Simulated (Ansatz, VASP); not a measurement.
# TiC: VASP beside Ansatz

```xyz
2
Lattice="0.0000 2.1783 2.1783 2.1783 0.0000 2.1783 2.1783 2.1783 0.0000" Properties=species:S:1:pos:R:3 pbc="T T T"
Ti    0.0000    0.0000    0.0000
C     2.1783    2.1783    2.1783
```

Change from the starting cell: volume scaled by 1.02, PAW files.

Alike in both runs: task electric field gradients; functional PBEsol; k mesh 14 × 14 × 14; occupations fermi-dirac, width 0.03 eV; no spin polarisation.

```csv
,VASP,Ansatz
version,VASP 6.6.1,Ansatz 0.2.0
potentials or method,"VASP PAW PBE potentials, release 64 (Ti_sv, C)","PAW with Ansatz's default frozen-core files, scalar-relativistic"
plane-wave cutoff (eV),520,420
valence electrons in the cell,16,16
```

Ansatz gave:

* pressure (GPa): -10.8

Problem. Estimate VASP's values.

Solution. Pressure (GPa): -10.5.

VASP's potentials were made for PBE, not for PBEsol. With one functional, cell and mesh, what is left measures potentials, basis and numerics.
